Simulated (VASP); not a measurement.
Input of a VASP 6.6.1 run:

File INCAR:

```
SYSTEM = TaN
ALGO = Normal
EDIFF = 1E-7
ENCUT = 520
GGA = PS
ISIF = 2
ISMEAR = 0
ISPIN = 2
LASPH = .True.
LCHARG = .True.
LELF = .True.
LMAXMIX = 4
LORBIT = 11
LREAL = .False.
LVHAR = .True.
LWAVE = .False.
MAGMOM = 0.05 -0.05 -0.05 0 0 0
NBANDS = 37
NELM = 150
PREC = Accurate
SIGMA = 0.05
```

File KPOINTS:

```
k-points
0
Gamma
  6 6 8
  0 0 0
```

File POSCAR:

```
TaN
1.0
    5.2123922831      0.0000000000      0.0000000000
   -2.6061961416      4.5140641317      0.0000000000
    0.0000000000      0.0000000000      2.9094422002
Ta N
3 3
Direct
    0.0000000000      0.0000000000      0.0000000000
    0.3333333333      0.6666666667      0.5000000000
    0.6666666667      0.3333333333      0.5000000000
    0.5000000000      0.0000000000      0.0000000000
    0.5000000000      0.5000000000      0.0000000000
    0.0000000000      0.5000000000      0.0000000000
```

Potentials or basis: VASP PAW PBE potentials, release 64 (Ta_pv, N).

Command:

```sh
$ cat potpaw_PBE.64/Ta_pv/POTCAR potpaw_PBE.64/N/POTCAR > POTCAR
$ mpirun -np 1 vasp_std > vasp.out
```

Question: Predict the band gap on the k mesh.

Answer: Zero (filled and empty bands overlap).

Question: Estimate the net moment.

Answer: 0.00 μB per cell.

Question: Estimate the pressure.

Answer: -0.7 GPa.

Stress tensor (GPa, compression positive):
```
-0.81  0.00  0.00
 0.00 -0.81  0.00
 0.00  0.00 -0.61
```

Caveat: the PAW data sets were made with another functional, which shifts forces and pressure a little; spin-orbit coupling is left out, which moves the levels of the heavy elements.
